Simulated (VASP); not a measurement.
Write the native input for VASP 6.6.1 that does the following.

```yaml
Task: single point
Functional: PBEsol
Potentials_or_basis: VASP PAW PBE potentials, release 64 (Be)
Cutoff: 520 eV
k_mesh: 12 × 12 × 6
Occupations: gaussian, width 0.1 eV
Spin: no spin polarisation
Dipole_correction: no
Further_INCAR_settings: ALGO = Fast; EDIFF = 1e-06; NBANDS = 9
```

The structure of Be lies in POSCAR:

```
Be
1.0
    2.1519217805      0.0000000000      0.0000000000
   -1.0759608903      1.8636189289      0.0000000000
    0.0000000000      0.0000000000      3.4084818800
Be
2
Direct
    0.3333333333      0.6666666667      0.2500000000
    0.6666666667      0.3333333333      0.7500000000
```

One way to write it, as run:

INCAR

```
SYSTEM = Be
ALGO = Fast
EDIFF = 1E-6
ENCUT = 520
GGA = PS
ISIF = 2
ISMEAR = 0
LASPH = .TRUE.
LCHARG = .FALSE.
LREAL = .FALSE.
LWAVE = .FALSE.
NBANDS = 9
NELM = 60
PREC = Accurate
SIGMA = 0.1
```

KPOINTS

```
k-points
0
G
  12 12 6
  0 0 0
```

Potentials or basis: VASP PAW PBE potentials, release 64 (Be).

Run with:

```console
$ cat potpaw_PBE.64/Be/POTCAR > POTCAR
$ mpirun -np 1 vasp_std > vasp.out
```

Results of the run:

```
Pressure               : 21.7 GPa
Band gap on the k mesh : zero (bands 2 and 3 overlap by 2.05 eV)
```

Caveat: the cell stands under pressure; the PAW data sets were made with another functional, which shifts forces and pressure a little.

It took 14 s on 1 thread of AMD EPYC 7571 (shared host), peak memory 0.09 GiB.
